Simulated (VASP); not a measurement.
Ta, 1 atom in the cell. The structure is cubic, space group Im-3m (No. 229). The conventional cell has a = 3.321 Å, b = 3.321 Å, c = 3.321 Å, α = 90.00°, β = 90.00°, γ = 90.00°. Ta (site symmetry m-3m) has 14 Ta at 2.88 to 3.32 Å within 3.8 Å. 

```yaml
Program: VASP 6.6.1
Task: single point
Functional: PBE
Potentials_or_basis: VASP PAW PBE potentials, release 64 (Ta_pv)
Cutoff: 520 eV
k_mesh: 19 × 19 × 19
Occupations: fermi-dirac, width 0.1 eV
Spin: no spin polarisation
Dipole_correction: no
Further_INCAR_settings: ALGO = Normal; EDIFF = 1e-07; NBANDS = 12
```

Potentials or basis: VASP PAW PBE potentials, release 64 (Ta_pv).

Run with:

```bash
$ cat potpaw_PBE.64/Ta_pv/POTCAR > POTCAR
$ mpirun -np 1 vasp_std > vasp.out
```

Hardware: 1 thread of Intel Xeon 8259CL, with other jobs on the host.

Problem. How long does it take, and how much memory?

Solution. It took 54 s on 1 thread of Intel Xeon 8259CL, with other jobs on the host, peak memory 0.18 GiB. Counts: scf iterations 13, k points 220.
